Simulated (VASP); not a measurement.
# SnO2 (P1) in VASP: further runs

SnO2 is run at these levels: PBEsol; tasks: single point.

Program: VASP 6.6.1. These are calculated values, not measurements. Logs are shortened: lines on timing, memory, paths and dates and some standing lists are left out, and cuts for length are marked.

## 1. The cell of the first run

The typed cell holds 3 atoms: a = 5.151 Å, b = 5.151 Å, c = 5.151 Å, α = 36.59°, β = 36.59°, γ = 36.59°.

## 2. Single point, PBEsol

The input, INCAR:

```
SYSTEM = SnO2
PREC = Accurate
ENCUT = 910
EDIFF = 1E-6
ISMEAR = 0
SIGMA = 0.01
LREAL = .False.
LASPH = .True.
NELM = 120
ALGO = Normal
ISIF = 2
LWAVE = .False.
LCHARG = .False.
GGA = PS
NBANDS = 20
GGA_COMPAT = .False.
```

The input, KPOINTS:

```
regular mesh
0
Gamma
  6 6 6
  0 0 0
```

The input, POSCAR:

```
SnO2
1.0
    1.6170930800      0.9336291200      4.8005925800
   -1.6170930800      0.9336291200      4.8005925800
    0.0000000000     -1.8672582400      4.8005925800
Sn O
1 2
Direct
    0.5000000007      0.5000000007      0.5000000007
    0.2433539362      0.2309860643      0.2371700002
    0.7628300005      0.7628300005      0.7628300005
```

Potentials or basis: VASP PAW PBE potentials, release 64 (Sn_d, O_h).

On the command line:

```console
$ cat potpaw_PBE.64/Sn_d/POTCAR potpaw_PBE.64/O_h/POTCAR > POTCAR
$ mpirun -np 1 vasp_std > vasp.out
```

OUTCAR:

```text
SYSTEM = SnO2
   PREC = Accurate
   ENCUT = 910
   EDIFF = 1E-6
   ISMEAR = 0
   LREAL = .False.
   LASPH = .True.
   NELM = 120
   ISIF = 2
   GGA = PS

 ion  position               nearest neighbor table
   1  0.500  0.500  0.500-   2 2.11   3 2.13   3 2.13   3 2.13   2 2.13   2 2.14
   2  0.243  0.231  0.237-   1 2.11   1 2.13   1 2.14
   3  0.763  0.763  0.763-   1 2.13   1 2.13   1 2.13

  LATTYP: Found a trigonal (rhomboedric) cell.
 ALAT       =     5.1509554922
 COS(alpha) =     0.8028828377

  Lattice vectors:

 A1 = (   1.6170930800,   0.9336291200,   4.8005925800)
 A2 = (  -1.6170930800,   0.9336291200,   4.8005925800)
 A3 = (   0.0000000000,  -1.8672582400,   4.8005925800)

Analysis of symmetry for initial positions (statically):
=====================================================================
 Subroutine PRICEL returns:
 Original cell was already a primitive cell.

 Routine SETGRP: Setting up the symmetry group for a
 trigonal (rhombohedral) supercell.

 Subroutine GETGRP returns: Found  1 space group operations
 (whereof  1 operations were pure point group operations)
 out of a pool of 12 trial point group operations.

The static configuration has the point symmetry C_1 .

Analysis of symmetry for dynamics (positions and initial velocities):
=====================================================================
 Subroutine PRICEL returns:
 Original cell was already a primitive cell.

 Routine SETGRP: Setting up the symmetry group for a
 trigonal (rhombohedral) supercell.

 Subroutine GETGRP returns: Found  1 space group operations
 (whereof  1 operations were pure point group operations)
 out of a pool of 12 trial point group operations.

The dynamic configuration has the point symmetry C_1 .

 Subroutine INISYM returns: Found  1 space group operations
 (whereof  1 operations are pure point group operations),
 and found     1 'primitive' translations

----------------------------------------------------------------------------------------

                                     Primitive cell

  volume of cell :      43.4866

  direct lattice vectors                    reciprocal lattice vectors
     1.617093080  0.933629120  4.800592580     0.309196797  0.178514855  0.069435872
    -1.617093080  0.933629120  4.800592580    -0.309196797  0.178514855  0.069435872
     0.000000000 -1.867258240  4.800592580     0.000000000 -0.357029709  0.069435872

  length of vectors
     5.150955492  5.150955492  5.150955489     0.363719057  0.363719057  0.363719059

  position of ions in fractional coordinates (direct lattice)
     0.500000001  0.500000001  0.500000001
     0.243353936  0.230986064  0.237170000
     0.762830001  0.762830001  0.762830001

  ion indices of the primitive-cell ions
   primitive index   ion index
                 1           1
                 2           2
                 3           3

----------------------------------------------------------------------------------------

 KPOINTS: regular mesh

Automatic generation of k-mesh.
 Grid dimensions read from file:
 generate k-points for:    6    6    6

 Generating k-lattice:

  Cartesian coordinates                     Fractional coordinates (reciprocal lattice)
     0.051532799  0.029752476  0.011572645     0.166666667 -0.000000000  0.000000000
    -0.051532799  0.029752476  0.011572645    -0.000000000  0.166666667  0.000000000
     0.000000000 -0.059504952  0.011572645     0.000000000  0.000000000  0.166666667

  Length of vectors
     0.060619843  0.060619843  0.060619843

  Shift w.r.t. Gamma in fractional coordinates (k-lattice)
     0.000000000  0.000000000  0.000000000

 Subroutine IBZKPT returns following result:
 ===========================================

 Found    112 irreducible k-points:

 Following reciprocal coordinates:
            Coordinates               Weight
  0.000000  0.000000  0.000000      1.000000
  0.166667  0.000000  0.000000      2.000000
  0.000000  0.166667  0.000000      2.000000
  0.000000  0.000000  0.166667      2.000000
  0.333333 -0.000000  0.000000      2.000000
 -0.000000  0.333333  0.000000      2.000000
[... 16 lines left out ...]
 -0.166667  0.500000  0.000000      2.000000
  0.166667  0.000000  0.500000      2.000000
 [... further k-points ...]
   k-points           NKPTS =    112   k-points in BZ     NKDIM =    112   number of bands    NBANDS=     20
   number of dos      NEDOS =    301   number of ions     NIONS =      3
   total plane-waves  NPLWV = 157464
   dimension x,y,z NGX =    54 NGY =   54 NGZ =   54
   dimension x,y,z NGXF=   108 NGYF=  108 NGZF=  108
   ions per type =               1   2
   NGX,Y,Z   is equivalent  to a cutoff of  17.43, 17.43, 17.43 a.u.
   NGXF,Y,Z  is equivalent  to a cutoff of  34.86, 34.86, 34.86 a.u.
 SYSTEM =  SnO2
   PREC   = accura    normal or accurate (medium, high low for compatibility)
   ISTART =      0    job   : 0-new  1-cont  2-samecut
   ICHARG =      2    charge: 1-file 2-atom 10-const
   ISPIN  =      1    spin polarized calculation?
   LNONCOLLINEAR =      F non collinear calculations
   LSORBIT =      F    spin-orbit coupling
   LASPH  =      T    aspherical Exc in radial PAW
   ENCUT  =  910.0 eV  66.88 Ry    8.18 a.u.  12.67 12.67 12.67*2*pi/ulx,y,z
   NELM   =    120;   NELMIN=  2; NELMDL= -5     # of ELM steps
   EDIFF  = 0.1E-05   stopping-criterion for ELM
   LREAL  =      F    real-space projection
[... 7 lines left out ...]
   TEBEG  =    0.0;   TEEND  =   0.0 temperature during run
   PSTRESS=    0.0 pullay stress
   NELECT =      26.0000    total number of electrons
   NUPDOWN=      -1.0000    fix difference up-down
   EMIN   =  10.00;   EMAX   =-10.00  energy-range for DOS
   EFERMI =   0.00;   METHOD = LEGACY
   ISMEAR =     0;   SIGMA  =   0.01  broadening in eV -4-tet -1-fermi 0-gaus
   EFERMI_NEDOS =   21; number of points for ismear=-14 and -15
   IALGO  =     38    algorithm
   IMIX   =      4    mixing-type and parameters
     AMIX     =   0.40;   BMIX     =  1.00
     AMIX_MAG =   1.60;   BMIX_MAG =  1.00
  volume/ion in A,a.u.               =      14.50        97.82
  Fermi-wavevector in a.u.,A,eV,Ry     =   1.379158  2.606231 25.879336  1.902078
  Thomas-Fermi vector in A             =   2.504154
   LORBIT       =      0    0 simple, 1 ext, 2 COOP (PROOUT), +10 PAW based schemes
   GGA     = PS    functional components
   LHFCALC =     F    Hartree Fock is set to
   AEXX    =    0.0000 exact exchange contribution
   IVDW    =     0    specifies the selected vdW correction
   LEPSILON=     F    determine dielectric tensor
   LRPA    =     F    only Hartree local field effects (RPA)
 non-spin polarized calculation
 Gauss-broadening in eV      SIGMA  =   0.01
  energy-cutoff  :      910.00
  volume of cell :       43.49
 maximum number of plane-waves:      2736
 NGX is ok and might be reduce to    54
   NGX = 25   NGY = 25   NGZ = 25

 number of electron      26.0000001 magnetization

 Free energy of the ion-electron system (eV)
  ---------------------------------------------------
  ext. energy  EPLUGINS =         0.00000000
  ---------------------------------------------------
  free energy    TOTEN  =       -19.32500558 eV

  energy without entropy =      -19.32500558  energy(sigma->0) =      -19.32500558

 E-fermi :   3.5822     XC(G=0): -10.2237

 val. band max:        3.5391331487   @ k =   0.0000  -0.1667   0.1667
 cond. band min:       5.4011212872   @ k =   0.0000   0.0000   0.0000
 fundamental gap:      1.8619881385
 Fermi energy:         3.5822455729

 k-point     1 :       0.0000    0.0000    0.0000
  band No.  band energies     occupation
      1     -16.3641      2.00000
      2     -16.1476      2.00000
      3     -16.1454      2.00000
      4     -15.9638      2.00000
      5     -15.9629      2.00000
      6     -14.3305      2.00000
[... 12 lines left out ...]
     19      20.4658      0.00000
     20      20.5387      0.00000

 k-point     2 :       0.1667    0.0000    0.0000
  band No.  band energies     occupation
      1     -16.3893      2.00000
      2     -16.2272      2.00000
      3     -16.0971      2.00000
      4     -16.0031      2.00000
      5     -15.9592      2.00000
      6     -14.1246      2.00000
[... 12 lines left out ...]
     19      17.6495      0.00000
     20      20.6777      0.00000

 k-point     3 :       0.0000    0.1667    0.0000
  band No.  band energies     occupation
      1     -16.3793      2.00000
      2     -16.2382      2.00000
      3     -16.0950      2.00000
      4     -16.0027      2.00000
      5     -15.9600      2.00000
      6     -14.1331      2.00000
[... 12 lines left out ...]
     19      17.5939      0.00000
     20      20.7479      0.00000

 k-point     4 :       0.0000    0.0000    0.1667
  band No.  band energies     occupation
      1     -16.3839      2.00000
      2     -16.2329      2.00000
      3     -16.0964      2.00000
      4     -16.0029      2.00000
      5     -15.9596      2.00000
      6     -14.1287      2.00000
[... 12 lines left out ...]
     19      17.6222      0.00000
     20      20.7133      0.00000

 k-point     5 :       0.3333   -0.0000    0.0000
  band No.  band energies     occupation
      1     -16.7599      2.00000
      2     -16.1053      2.00000
      3     -16.0564      2.00000
      4     -15.9958      2.00000
      5     -15.8891      2.00000
      6     -13.5358      2.00000
[... 12 lines left out ...]
     19      16.2444      0.00000
     20      18.8681      0.00000
[... 353 lines left out ...]
      6     -12.8900      2.00000
[... 12 lines left out ...]
     19      17.2142      0.00000
     20      17.3752      0.00000

 k-point    22 :      -0.0000    0.5000    0.1667
  band No.  band energies     occupation
      1     -16.7882      2.00000
      2     -16.2374      2.00000
      3     -16.0694      2.00000
      4     -15.9686      2.00000
      5     -15.8857      2.00000
      6     -12.9084      2.00000
[... 12 lines left out ...]
     19      17.1750      0.00000
     20      17.3449      0.00000

 k-point    23 :      -0.1667    0.5000    0.0000
  band No.  band energies     occupation
      1     -16.7918      2.00000
      2     -16.2330      2.00000
      3     -16.0695      2.00000
      4     -15.9706      2.00000
      5     -15.8823      2.00000
      6     -12.9183      2.00000
[... 12 lines left out ...]
     19      17.1675      0.00000
     20      17.3612      0.00000

 k-point    24 :       0.1667    0.0000    0.5000
  band No.  band energies     occupation
      1     -16.7909      2.00000
      2     -16.2343      2.00000
      3     -16.0677      2.00000
      4     -15.9730      2.00000
      5     -15.8818      2.00000
      6     -12.9091      2.00000
[... 12 lines left out ...]
     19      17.1897      0.00000
     20      17.3735      0.00000

 [... further k-points ...]

------------------------ aborting loop because EDIFF is reached ----------------------------------------

  FORCE on cell =-STRESS in cart. coord.  units (eV):
  Direction    XX          YY          ZZ          XY          YZ          ZX
  --------------------------------------------------------------------------------------
  -------------------------------------------------------------------------------------
  Total       -1.5091679     -1.5166058     -1.0285381     -0.0015748      0.0030766     -0.2055011
  in kB      -55.6022856    -55.8763172    -37.8944383     -0.0580221      0.1133530     -7.5712780
  external PRESSURE =     -49.7910137 kB  Pullay stress =       0.0000000 kB

 VOLUME and BASIS-vectors are now :
 -----------------------------------------------------------------------------
  energy-cutoff  :      910.00
  volume of cell :       43.49
      direct lattice vectors                 reciprocal lattice vectors
     1.617093080  0.933629120  4.800592580     0.309196797  0.178514855  0.069435872
    -1.617093080  0.933629120  4.800592580    -0.309196797  0.178514855  0.069435872
     0.000000000 -1.867258240  4.800592580     0.000000000 -0.357029709  0.069435872

 POSITION                                       TOTAL-FORCE (eV/Angst)
 -----------------------------------------------------------------------------------
      0.00000      0.00000      7.20089         0.127229     -0.005130     -0.004715
      0.02000      0.00000      3.41567        -0.167925      0.004141     -0.338176
      0.00000      0.00000     10.98611         0.040696      0.000989      0.342891
 -----------------------------------------------------------------------------------
    total drift:                               -0.000026     -0.000042      0.000090

  FREE ENERGIE OF THE ION-ELECTRON SYSTEM (eV)
  ---------------------------------------------------
  free  energy   TOTEN  =       -19.3250055755 eV

  energy  without entropy=      -19.3250055755  energy(sigma->0) =      -19.32500558
```

Run time: 6.6 min. Hardware: 1 thread of Intel Xeon Platinum 8375C at 2.90GHz (Ice Lake), shared host; peak memory 0.51 GiB.

What came out:

```yaml
Free_energy: -19.3250 eV
Pressure: -5.0 GPa
Largest_force: 0.378 eV/Å
Band_gap_on_the_k_mesh: 1.86 eV (least direct gap 1.98 eV)
```

Forces in eV/Å, atoms in the order of the input:
```
Sn   0.127 -0.005 -0.005
O   -0.168  0.004 -0.338
O    0.041  0.001  0.343
```

Caveat: the cutoff is under 1.25 times the usual one of these potentials, so pressure, stress and relaxed cells hold a basis-set (Pulay) error; the cell stands under tension; the PAW data sets were made with another functional, which shifts forces and pressure a little; spin-orbit coupling is left out, which moves the levels of the heavy elements.

(Continued in part 2 of 2.)
